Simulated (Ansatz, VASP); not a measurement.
## Two plane-wave programs on PbSe

```
Pb Se
1.0
     0.00000    3.10563    3.20687
     3.10563    0.00000    3.20687
     3.10563    3.10563    0.00000
Pb Se
1 1
Direct
  0.00000 0.00000 0.00000
  0.50000 0.50000 0.50000
```

Alike in both runs: task single point; functional PBE; dispersion D3(BJ); k mesh 10 × 10 × 10; occupations gaussian, width 0.03 eV; no spin polarisation.

|  | VASP | Ansatz |
| --- | --- | --- |
| version | VASP 6.6.1 | Ansatz 0.2.0 |
| potentials or method | VASP PAW PBE potentials, release 64 (Pb_d, Se), cutoff 520 eV | scalar-relativistic, plane waves, PAW |
| valence electrons in the cell | 20 | 30 |

```tsv
	VASP	Ansatz	Ansatz less VASP
gap on the k mesh at the Fermi level (eV)	0.49	0.49	-0.004
least direct gap on the mesh (eV)	0.49	0.49	-0.004
pressure (GPa)	-2.7	-2.6	+0.02
traceless stress, the component that is largest in VASP (GPa)	-1.80	-1.79	+0.006
```

VASP's potentials hold 20 valence electrons a cell and Ansatz's 30, so a difference there can come from the potentials and not from the codes.

Spin-orbit coupling is off throughout.
